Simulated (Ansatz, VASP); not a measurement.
Ge: VASP beside Ansatz

```
Ge
1.0
     1.41811   -2.60052    0.00000
     1.41811    2.60052    0.00000
     0.00000    0.00000    2.69823
Ge
1
Direct
  0.50000 0.50000 0.00000
```

Change from the starting cell: strain +0.0150 x Voigt [1, 0, 0, 0, 0, 0], atoms carried along.

Alike in both runs: task single point; functional PBEsol; k mesh 20 × 20 × 18; occupations gaussian, width 0.15 eV; no spin polarisation.

|  | VASP | Ansatz |
| --- | --- | --- |
| version | VASP 6.6.1 | Ansatz 0.2.0 |
| potentials or method | VASP PAW PBE potentials, release 64 (Ge_d), cutoff 520 eV | scalar-relativistic, plane waves, PAW |
| valence electrons in the cell | 14 | 14 |

VASP gave:

```
gap on the k mesh at the Fermi level (eV)                     : none
pressure (GPa)                                                : -5.1
traceless stress, the component that is largest in VASP (GPa) : -0.84
```

**Question.** What did Ansatz give for the same quantities?

**Answer.** gap on the k mesh at the Fermi level (eV): none; pressure (GPa): -5.0; traceless stress, the component that is largest in VASP (GPa): -0.86.

VASP's potentials were made for PBE, not for PBEsol. A gap of «none» marks a metal or a gap that the smearing closes. With one functional, cell and mesh, what is left measures potentials, basis and numerics.
